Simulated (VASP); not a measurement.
Set up this calculation in VASP 6.6.1, as the native input.

```yaml
Task: single point
Functional: PBE
Potentials_or_basis: VASP PAW PBE potentials, release 64 (Zn, S)
Cutoff: 520 eV
k_mesh: 10 × 10 × 6
Occupations: fermi-dirac, width 0.02 eV
Spin: no spin polarisation
Dipole_correction: no
Further_INCAR_settings: ALGO = Normal; EDIFF = 1e-06; NBANDS = 26
```

The structure of ZnS lies in POSCAR:

```
ZnS
1.0
    3.8434800710      0.0000000000      0.0000000000
   -1.9217400354      3.3285513804      0.0000000000
    0.0000000000      0.0000000000      6.2997478413
Zn S
2 2
Direct
    0.3333333300      0.6666666700      0.0001396800
    0.6666666700      0.3333333300      0.5001396800
    0.3333333300      0.6666666700      0.3748603200
    0.6666666700      0.3333333300      0.8748603200
```

These files were run (other wordings do the same):

INCAR

```
SYSTEM = ZnS
PREC = Accurate
ENCUT = 520
EDIFF = 1E-6
ISMEAR = -1
SIGMA = 0.02
LREAL = .False.
LASPH = .True.
NELM = 80
ALGO = Normal
ISIF = 2
LWAVE = .False.
LCHARG = .True.
GGA = PE
LELF = .True.
LVHAR = .True.
NBANDS = 26
```

KPOINTS

```
Automatic mesh
0
Gamma
  10 10 6
  0 0 0
```

Potentials or basis: VASP PAW PBE potentials, release 64 (Zn, S).

Command:

```sh
$ cat potpaw_PBE.64/Zn/POTCAR potpaw_PBE.64/S/POTCAR > POTCAR
$ mpirun -np 1 vasp_std > vasp.out
```

Results of the run:

```yaml
Pressure: 0.3 GPa
Largest_force: 0.005 eV/Å
Band_gap_on_the_k_mesh: 2.09 eV, direct
```

It took 68 s on 1 thread of Intel(R) Xeon(R) Platinum 8559C (Emerald Rapids) (shared host), peak memory 0.25 GiB.
